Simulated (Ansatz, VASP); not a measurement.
## One calculation of PtSe2, two programs

File POSCAR:

```
PtSe2
1.0
    1.8204971909      1.0510645433      5.4845021713
   -1.8204971909      1.0510645433      5.4845021713
    0.0000000000     -2.1021290863      5.4845021714
Pt Se
1 2
Direct
   -0.0007636744     -0.0007636744     -0.0007636744
    0.4219829426      0.4219829426      0.4219829426
    0.2454473985      0.2454473985      0.2454473985
```

The input INCAR.step1:

```
PREC     = Accurate       # precision mode
ENCUT    = 400            # plane-wave cutoff, eV
EDIFF    = 1E-5           # SCF threshold, eV
ISMEAR   = -1             # smearing method
SIGMA    = 0.02           # smearing width, eV
LREAL    = False          # projectors in reciprocal space
LASPH    = True           # aspherical terms in the spheres
NELM     = 120            # most SCF steps
ALGO     = Normal         # electronic algorithm
ISIF     = 2              # what is computed and relaxed
LWAVE    = True           # write WAVECAR
LCHARG   = False          # write CHGCAR
NBANDS   = 18             # bands
GGA      = PE             # functional
GGA_COMPAT= False
```

File INCAR.step2:

```
PREC     = Accurate       # precision mode
ENCUT    = 400            # plane-wave cutoff, eV
EDIFF    = 1E-6           # SCF threshold, eV
ISMEAR   = -1             # smearing method
SIGMA    = 0.02           # smearing width, eV
LREAL    = False          # projectors in reciprocal space
LASPH    = True           # aspherical terms in the spheres
NELM     = 120            # most SCF steps
ALGO     = Normal         # electronic algorithm
ISIF     = 2              # what is computed and relaxed
LWAVE    = False          # write WAVECAR
LCHARG   = False          # write CHGCAR
GGA      = PE             # functional
LHFCALC  = True           # exact exchange
AEXX     = 0.15           # exact-exchange fraction
HFSCREEN = 0.1            # screening, 1/A
PRECFOCK = Normal       
NBANDS   = 18             # bands
ISTART   = 1            
GGA_COMPAT= False
```

KPOINTS

```
regular mesh
0
Gamma
  4 4 4
```

Input for Ansatz:

```yaml
crystal:
  lattice:
    - [1.8204971909, 1.0510645433, 5.4845021713]
    - [-1.8204971909, 1.0510645433, 5.4845021713]
    - [0.0, -2.1021290863, 5.4845021714]
  atoms:
    - { symbol: Pt, position: [-0.0007636744, -0.0007636744, -0.0007636744] }
    - { symbol: Se, position: [0.4219829426, 0.4219829426, 0.4219829426] }
    - { symbol: Se, position: [0.2454473985, 0.2454473985, 0.2454473985] }
kpoints:
  mp_grid: { grid: [4, 4, 4] }
hamiltonian:
  xc: { exchange: pbe, correlation: pbe, exx: { coeff: 0.15, omega: 0.1 } }
scf:
  occupations: { method: fermi_dirac, width: 0.02 }
  n_extra_bands: 4
output:
  forces: true
  stress: true
  eigenvalues: true
```

Alike in both runs: task single point; functional PBE-based screened hybrid with a share of 0.15 of exact exchange and HFSCREEN = 0.1; k mesh 4 × 4 × 4; occupations fermi-dirac, width 0.02 eV; no spin polarisation.

|  | VASP | Ansatz |
| --- | --- | --- |
| version | VASP 6.6.1 | Ansatz 0.2.0 |
| potentials or method | VASP PAW PBE potentials, release 64 (Pt, Se) | plane waves |
| plane-wave cutoff (eV) | 400 | 420 |
| valence electrons in the cell | 22 | 50 |

|  | VASP | Ansatz | Ansatz less VASP |
| --- | --- | --- | --- |
| pressure (GPa) | 0.5 | 0.7 | +0.19 |
| traceless stress, the component that is largest in VASP (GPa) | 0.49 | 0.48 | -0.006 |
| rms of the force components (eV/Å) | 0.045 | 0.046 | +0.0008 |

VASP's potentials were made for PBE, not for PBE-based screened hybrid. Atom by atom the forces differ by 0.001 eV/Å (rms over components). VASP's potentials hold 22 valence electrons a cell and Ansatz's 50, so a difference there can come from the potentials and not from the codes. Ansatz's warnings: filled band counts differ across k points, stress exchange threshold loose, stress scf threshold loose.

The k mesh is coarse, so the values compare programs but aren't converged. Spin-orbit coupling is off throughout.
